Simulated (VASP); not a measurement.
The system is PbS.

```
Pb S
1.0
     3.65366    0.00000    0.00000
     0.00000    3.65366    0.00000
     0.00000    0.00000    3.65366
Pb S
1 1
Cartesian
  0.0000 0.0000 0.0000
  1.8268 1.8268 1.8268
```

| Property | Result |
| --- | --- |
| Program | VASP 6.6.1 |
| Task | relaxation of cell and atoms |
| Functional | r2SCAN |
| Dispersion | D3(BJ) |
| Potentials or basis | VASP PAW PBE potentials, release 64 (Pb_d, S) |
| Cutoff | 600 eV |
| k mesh | 7 × 7 × 7 |
| Occupations | fermi-dirac, width 0.05 eV |
| Spin | no spin polarisation |

At the start: pressure -1.9 GPa; volume 24.39 Å³/atom.

Q: Where does the relaxation end?

A: Over 3 steps the energy falls by 4.6 meV/atom and the volume is 23.63 Å³/atom (-3.1 %); space group Pm-3m (No. 221, to 0.05 Å).

The path:
| step | energy change (eV) | largest force (eV/Å) | pressure (GPa) | volume (Å³) |
| --- | --- | --- | --- | --- |
| 1 | 0.0000 | 0.0000 | -1.90 | 48.77 |
| 2 | -0.0081 | 0.0000 | 0.71 | 46.76 |
| 3 | -0.0091 | 0.0000 | 0.02 | 47.26 |

Final structure:
```xyz
2
Lattice="3.6156 0.0000 0.0000 0.0000 3.6156 0.0000 0.0000 0.0000 3.6156" Properties=species:S:1:pos:R:3 pbc="T T T"
Pb    0.0000    0.0000    0.0000
S     1.8078    1.8078    1.8078
```

Caveat: the PAW data sets were made with another functional, which shifts forces and pressure a little.
